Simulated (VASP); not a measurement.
# InP (F-43m) in VASP: single point with PBE

Aim: the single point of InP with PBE.

Everything below comes from runs of VASP 6.6.1. Logs are shortened: lines on timing, memory, paths and dates and some standing lists are left out, and cuts for length are marked.

### 1 The cell of the first run

Symmetry: F-43m, No. 216, cubic system. The conventional cell has a = 5.861 Å, b = 5.861 Å, c = 5.861 Å, α = 90.00°, β = 90.00°, γ = 90.00°. In (site symmetry -43m) has 4 P at 2.54 Å within 3.3 Å. P (site symmetry -43m) has 4 In at 2.54 Å within 3.3 Å.

### 2 Single point, PBE

File INCAR:

```
PREC = Accurate
ENCUT = 520
EDIFF = 1E-7
ISMEAR = 0
SIGMA = 0.05
LREAL = False
LASPH = True
NELM = 60
ALGO = Normal
ISIF = 2
LWAVE = False
LCHARG = False
GGA = PE
NBANDS = 16
```

File KPOINTS:

```
regular mesh
0
Gamma
  10 10 10
```

File POSCAR:

```
InP
1.0
    0.0000000000      2.9305000000      2.9305000000
    2.9305000000      0.0000000000      2.9305000000
    2.9305000000      2.9305000000      0.0000000000
In P
1 1
Direct
    0.0000000000      0.0000000000      0.0000000000
    0.2500000000      0.2500000000      0.2500000000
```

Potentials or basis: VASP PAW PBE potentials, release 64 (In_d, P).

Launch:

```console
$ cat potpaw_PBE.64/In_d/POTCAR potpaw_PBE.64/P/POTCAR > POTCAR
$ mpirun -np 1 vasp_std > vasp.out
```

OUTCAR:

```text
PREC = Accurate
   ENCUT = 520
   EDIFF = 1E-7
   ISMEAR = 0
   LREAL = False
   LASPH = True
   NELM = 60
   ISIF = 2
   GGA = PE

 ion  position               nearest neighbor table
   1  0.000  0.000  0.000-   2 2.54   2 2.54   2 2.54   2 2.54
   2  0.250  0.250  0.250-   1 2.54   1 2.54   1 2.54   1 2.54

  LATTYP: Found a face centered cubic cell.
 ALAT       =     5.8610000000

  Lattice vectors:

 A1 = (   0.0000000000,   2.9305000000,   2.9305000000)
 A2 = (   2.9305000000,   0.0000000000,   2.9305000000)
 A3 = (   2.9305000000,   2.9305000000,   0.0000000000)

Analysis of symmetry for initial positions (statically):
=====================================================================
 Subroutine PRICEL returns:
 Original cell was already a primitive cell.

 Routine SETGRP: Setting up the symmetry group for a
 face centered cubic supercell.

 Subroutine GETGRP returns: Found 24 space group operations
 (whereof 24 operations were pure point group operations)
 out of a pool of 48 trial point group operations.

The static configuration has the point symmetry T_d .

Analysis of symmetry for dynamics (positions and initial velocities):
=====================================================================
 Subroutine PRICEL returns:
 Original cell was already a primitive cell.

 Routine SETGRP: Setting up the symmetry group for a
 face centered cubic supercell.

 Subroutine GETGRP returns: Found 24 space group operations
 (whereof 24 operations were pure point group operations)
 out of a pool of 48 trial point group operations.

The dynamic configuration has the point symmetry T_d .

 Subroutine INISYM returns: Found 24 space group operations
 (whereof 24 operations are pure point group operations),
 and found     1 'primitive' translations

----------------------------------------------------------------------------------------

                                     Primitive cell

  volume of cell :      50.3333

  direct lattice vectors                    reciprocal lattice vectors
     0.000000000  2.930500000  2.930500000    -0.170619348  0.170619348  0.170619348
     2.930500000  0.000000000  2.930500000     0.170619348 -0.170619348  0.170619348
     2.930500000  2.930500000  0.000000000     0.170619348  0.170619348 -0.170619348

  length of vectors
     4.144352845  4.144352845  4.144352845     0.295521380  0.295521380  0.295521380

  position of ions in fractional coordinates (direct lattice)
     0.000000000  0.000000000  0.000000000
     0.250000000  0.250000000  0.250000000

  ion indices of the primitive-cell ions
   primitive index   ion index
                 1           1
                 2           2

----------------------------------------------------------------------------------------

 KPOINTS: regular mesh

Automatic generation of k-mesh.
 Grid dimensions read from file:
 generate k-points for:   10   10   10

 Generating k-lattice:

  Cartesian coordinates                     Fractional coordinates (reciprocal lattice)
    -0.017061935  0.017061935  0.017061935     0.100000000  0.000000000  0.000000000
     0.017061935 -0.017061935  0.017061935     0.000000000  0.100000000  0.000000000
     0.017061935  0.017061935 -0.017061935     0.000000000  0.000000000  0.100000000

  Length of vectors
     0.029552138  0.029552138  0.029552138

  Shift w.r.t. Gamma in fractional coordinates (k-lattice)
     0.000000000  0.000000000  0.000000000

 Subroutine IBZKPT returns following result:
 ===========================================

 Found     47 irreducible k-points:

 Following reciprocal coordinates:
            Coordinates               Weight
  0.000000  0.000000  0.000000      1.000000
  0.100000  0.000000  0.000000      8.000000
  0.200000  0.000000  0.000000      8.000000
  0.300000  0.000000  0.000000      8.000000
  0.400000  0.000000  0.000000      8.000000
  0.500000  0.000000  0.000000      4.000000
[... 16 lines left out ...]
  0.300000  0.300000  0.000000      6.000000
  0.400000  0.300000  0.000000     24.000000
 [... further k-points ...]
   k-points           NKPTS =     47   k-points in BZ     NKDIM =     47   number of bands    NBANDS=     16
   number of dos      NEDOS =    301   number of ions     NIONS =      2
   total plane-waves  NPLWV =  32768
   dimension x,y,z NGX =    32 NGY =   32 NGZ =   32
   dimension x,y,z NGXF=    64 NGYF=   64 NGZF=   64
   ions per type =               1   1
   NGX,Y,Z   is equivalent  to a cutoff of  12.84, 12.84, 12.84 a.u.
   NGXF,Y,Z  is equivalent  to a cutoff of  25.67, 25.67, 25.67 a.u.
 SYSTEM =  unknown system
   PREC   = accura    normal or accurate (medium, high low for compatibility)
   ISTART =      0    job   : 0-new  1-cont  2-samecut
   ICHARG =      2    charge: 1-file 2-atom 10-const
   ISPIN  =      1    spin polarized calculation?
   LNONCOLLINEAR =      F non collinear calculations
   LSORBIT =      F    spin-orbit coupling
   LASPH  =      T    aspherical Exc in radial PAW
   ENCUT  =  520.0 eV  38.22 Ry    6.18 a.u.   7.71  7.71  7.71*2*pi/ulx,y,z
   NELM   =     60;   NELMIN=  2; NELMDL= -5     # of ELM steps
   EDIFF  = 0.1E-06   stopping-criterion for ELM
   LREAL  =      F    real-space projection
   EDIFFG = 0.1E-05   stopping-criterion for IOM
   NSW    =      0    number of steps for IOM
   IBRION =     -1    ionic relax: 0-MD 1-quasi-New 2-CG
   NFREE  =      0    steps in history (QN), initial steepest desc. (CG)
   ISIF   =      2    stress and relaxation
   ISYM   =      2    0-nonsym 1-usesym 2-fastsym
   POTIM  = 0.5000    time-step for ionic-motion
   TEBEG  =    0.0;   TEEND  =   0.0 temperature during run
   PSTRESS=    0.0 pullay stress
   NELECT =      18.0000    total number of electrons
   NUPDOWN=      -1.0000    fix difference up-down
   EMIN   =  10.00;   EMAX   =-10.00  energy-range for DOS
   EFERMI =   0.00;   METHOD = LEGACY
   ISMEAR =     0;   SIGMA  =   0.05  broadening in eV -4-tet -1-fermi 0-gaus
   EFERMI_NEDOS =   21; number of points for ismear=-14 and -15
   IALGO  =     38    algorithm
   IMIX   =      4    mixing-type and parameters
     AMIX     =   0.40;   BMIX     =  1.00
     AMIX_MAG =   1.60;   BMIX_MAG =  1.00
  volume/ion in A,a.u.               =      25.17       169.83
  Fermi-wavevector in a.u.,A,eV,Ry     =   1.162021  2.195901 18.371846  1.350293
  Thomas-Fermi vector in A             =   2.298587
   LORBIT       =      0    0 simple, 1 ext, 2 COOP (PROOUT), +10 PAW based schemes
   GGA     = PE    functional components
   LHFCALC =     F    Hartree Fock is set to
   AEXX    =    0.0000 exact exchange contribution
   IVDW    =     0    specifies the selected vdW correction
   LEPSILON=     F    determine dielectric tensor
   LRPA    =     F    only Hartree local field effects (RPA)
 non-spin polarized calculation
 Gauss-broadening in eV      SIGMA  =   0.05
  energy-cutoff  :      520.00
  volume of cell :       50.33
 maximum number of plane-waves:      1380
   NGX = 15   NGY = 15   NGZ = 15

 number of electron      18.0000005 magnetization

 Free energy of the ion-electron system (eV)
  ---------------------------------------------------
  ext. energy  EPLUGINS =         0.00000000
  ---------------------------------------------------
  free energy    TOTEN  =        -8.38247497 eV

  energy without entropy =       -8.38247497  energy(sigma->0) =       -8.38247497

 E-fermi :   5.4146     XC(G=0):  -9.2831

 val. band max:        5.1882118997   @ k =   0.0000   0.0000   0.0000
 cond. band min:       5.9006725129   @ k =   0.0000   0.0000   0.0000
 fundamental gap:      0.7124606131
 Fermi energy:         5.4146239993

 k-point     1 :       0.0000    0.0000    0.0000
  band No.  band energies     occupation
      1      -8.9966      2.00000
      2      -8.9966      2.00000
      3      -8.9966      2.00000
      4      -8.8444      2.00000
      5      -8.8444      2.00000
      6      -6.3290      2.00000
[... 8 lines left out ...]
     15      14.6380      0.00000
     16      14.6380      0.00000

 k-point     2 :       0.1000    0.0000    0.0000
  band No.  band energies     occupation
      1      -9.0090      2.00000
      2      -8.9917      2.00000
      3      -8.9917      2.00000
      4      -8.8444      2.00000
      5      -8.8444      2.00000
      6      -6.2140      2.00000
[... 8 lines left out ...]
     15      14.1510      0.00000
     16      14.3355      0.00000

 k-point     3 :       0.2000    0.0000    0.0000
  band No.  band energies     occupation
      1      -9.0404      2.00000
      2      -8.9797      2.00000
      3      -8.9797      2.00000
      4      -8.8434      2.00000
      5      -8.8434      2.00000
      6      -5.8838      2.00000
[... 8 lines left out ...]
     15      13.7331      0.00000
     16      14.5720      0.00000

 k-point     4 :       0.3000    0.0000    0.0000
  band No.  band energies     occupation
      1      -9.0771      2.00000
      2      -8.9675      2.00000
      3      -8.9675      2.00000
      4      -8.8394      2.00000
      5      -8.8394      2.00000
      6      -5.3897      2.00000
[... 8 lines left out ...]
     15      14.0242      0.00000
     16      14.1403      0.00000
[... 324 lines left out ...]
 k-point    22 :      -0.2000    0.2000    0.0000
  band No.  band energies     occupation
      1      -9.0875      2.00000
      2      -8.9593      2.00000
      3      -8.9577      2.00000
      4      -8.8492      2.00000
      5      -8.8361      2.00000
      6      -5.2226      2.00000
[... 8 lines left out ...]
     15      15.4641      0.00000
     16      16.5401      0.00000

 k-point    23 :       0.3000    0.3000    0.0000
  band No.  band energies     occupation
      1      -9.1262      2.00000
      2      -8.9292      2.00000
      3      -8.9292      2.00000
      4      -8.8761      2.00000
      5      -8.8214      2.00000
      6      -5.0772      2.00000
[... 8 lines left out ...]
     15      15.3756      0.00000
     16      18.1295      0.00000

 k-point    24 :       0.4000    0.3000    0.0000
  band No.  band energies     occupation
      1      -9.1458      2.00000
      2      -8.9200      2.00000
      3      -8.9167      2.00000
      4      -8.8796      2.00000
      5      -8.8178      2.00000
      6      -4.6582      2.00000
[... 8 lines left out ...]
     15      15.7972      0.00000
     16      17.9488      0.00000

 [... further k-points ...]

------------------------ aborting loop because EDIFF is reached ----------------------------------------

  FORCE on cell =-STRESS in cart. coord.  units (eV):
  Direction    XX          YY          ZZ          XY          YZ          ZX
  --------------------------------------------------------------------------------------
  -------------------------------------------------------------------------------------
  Total        1.0332104      1.0332104      1.0332104      0.0000000      0.0000000      0.0000000
  in kB       32.8885088     32.8885088     32.8885088      0.0000000      0.0000000      0.0000000
  external PRESSURE =      32.8885088 kB  Pullay stress =       0.0000000 kB

 VOLUME and BASIS-vectors are now :
 -----------------------------------------------------------------------------
  energy-cutoff  :      520.00
  volume of cell :       50.33
      direct lattice vectors                 reciprocal lattice vectors
     0.000000000  2.930500000  2.930500000    -0.170619348  0.170619348  0.170619348
     2.930500000  0.000000000  2.930500000     0.170619348 -0.170619348  0.170619348
     2.930500000  2.930500000  0.000000000     0.170619348  0.170619348 -0.170619348

 POSITION                                       TOTAL-FORCE (eV/Angst)
 -----------------------------------------------------------------------------------
      0.00000      0.00000      0.00000         0.000000      0.000000      0.000000
      1.46525      1.46525      1.46525        -0.000000     -0.000000     -0.000000
 -----------------------------------------------------------------------------------
    total drift:                               -0.000000     -0.000000     -0.000000

  FREE ENERGIE OF THE ION-ELECTRON SYSTEM (eV)
  ---------------------------------------------------
  free  energy   TOTEN  =        -8.3824749708 eV

  energy  without entropy=       -8.3824749708  energy(sigma->0) =       -8.38247497
```

Run time: 17 s. Hardware: 1 thread of Intel Xeon Platinum 8559C (Emerald Rapids), shared host; peak memory 0.19 GiB.

What came out:

| Item | Value |
| --- | --- |
| Free energy | -8.3825 eV |
| Pressure | 3.3 GPa |
| Band gap on the k mesh | 0.71 eV, direct |

Caveat: spin-orbit coupling is left out, which moves the levels of the heavy elements.
